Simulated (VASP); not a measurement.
Write the native input for VASP 6.6.1 that does the following.

```yaml
Task: single point
Functional: PBEsol
Potentials_or_basis: VASP PAW PBE potentials, release 64 (Mn_pv)
Cutoff: 520 eV
k_mesh: 21 × 21 × 12
Occupations: gaussian, width 0.15 eV
Spin: no spin polarisation
Dipole_correction: no
Further_INCAR_settings: ALGO = Fast; EDIFF = 1e-06; NBANDS = 20
```

The structure of Mn lies in POSCAR:

```
Mn
1.0
    2.5581551436      0.0000000000      0.0000000000
   -1.2790775718      2.2154273412      0.0000000000
    0.0000000000      0.0000000000      3.9054091500
Mn
2
Direct
    0.6666666667      0.3333333333      0.7500000000
    0.3333333333      0.6666666667      0.2500000000
```

This cell differs from its parent crystal: strain +0.030 along x and y, -0.030 along z.

These files were run (other wordings do the same):

INCAR

```
ALGO = Fast
EDIFF = 1E-6
ENCUT = 520
GGA = PS
ISIF = 2
ISMEAR = 0
LASPH = T
LCHARG = F
LREAL = F
LWAVE = F
NBANDS = 20
NELM = 100
PREC = Accurate
SIGMA = 0.15
```

KPOINTS

```
k-points
0
Gamma
  21 21 12
```

Potentials or basis: VASP PAW PBE potentials, release 64 (Mn_pv).

Run with:

```sh
$ cat potpaw_PBE.64/Mn_pv/POTCAR > POTCAR
$ mpirun -np 1 vasp_std > vasp.out
```

It gave:

The pressure is -17.4 GPa and the band gap on the k mesh is zero (band 13 reaches 10.71 eV, above the bottom of band 14 at 8.65 eV).

Caveat: the cell differs from its parent crystal (strain +0.030 along x and y, -0.030 along z); the PAW data sets were made with another functional, which shifts forces and pressure a little; the run has no spin polarisation, though such a crystal can be magnetic.

Run time: 3 min on 1 thread of Intel(R) Xeon(R) Platinum 8375C CPU @ 2.90GHz (Ice Lake) (shared host), peak memory 0.22 GiB.
